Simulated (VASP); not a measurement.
Wanted: the native input for a VASP 6.6.1 run.

* Task: single point
* Functional: PBEsol
* Potentials or basis: VASP PAW PBE potentials, release 64 (Mg_sv, F)
* Cutoff: 840 eV
* k mesh: 6 × 6 × 8
* Occupations: fermi-dirac, width 0.02 eV
* Spin: no spin polarisation
* Dipole correction: no
* Further INCAR settings: ALGO = Normal; EDIFF = 1e-06; NBANDS = 33

The structure of MgF2 lies in POSCAR:

```
MgF2
1.0
    4.6391612126      0.0000000000      0.0000000000
    0.0000000000      4.6391612126      0.0000000000
    0.0000000000      0.0000000000      3.0625148033
Mg F
2 4
Direct
    0.5000000000      0.5000000000      0.5000000000
    0.0000000000      0.0000000000      0.0000000000
    0.6966032660      0.6966032660      0.0000000000
    0.8033967340      0.1966032660      0.5000000000
    0.3033967340      0.3033967340      0.0000000000
    0.1966032660      0.8033967340      0.5000000000
```

The input as run:

INCAR

```
  ALGO = Normal
  EDIFF = 1E-6
  ENCUT = 840
  GGA = PS
  GGA_COMPAT = F
  ISIF = 2
  ISMEAR = -1
  LASPH = T
  LCHARG = F
  LREAL = F
  LWAVE = F
  NBANDS = 33
  NELM = 120
  PREC = Accurate
  SIGMA = 0.02
```

KPOINTS

```
k-points
0
Gamma
  6 6 8
```

Potentials or basis: VASP PAW PBE potentials, release 64 (Mg_sv, F).

Command:

```console
$ cat potpaw_PBE.64/Mg_sv/POTCAR potpaw_PBE.64/F/POTCAR > POTCAR
$ mpirun -np 1 vasp_std > vasp.out
```

It gave:

```json
{"Pressure": "0.1 GPa", "Largest force": "0.009 eV/Å", "Band gap on the k mesh": "6.88 eV"}
```

Caveat: the PAW data sets were made with another functional, which shifts forces and pressure a little.

It took 2.8 min on 1 thread of Intel(R) Xeon(R) Platinum 8259CL CPU @ 2.50GHz (Skylake/Cascade Lake) (shared host), peak memory 0.34 GiB.
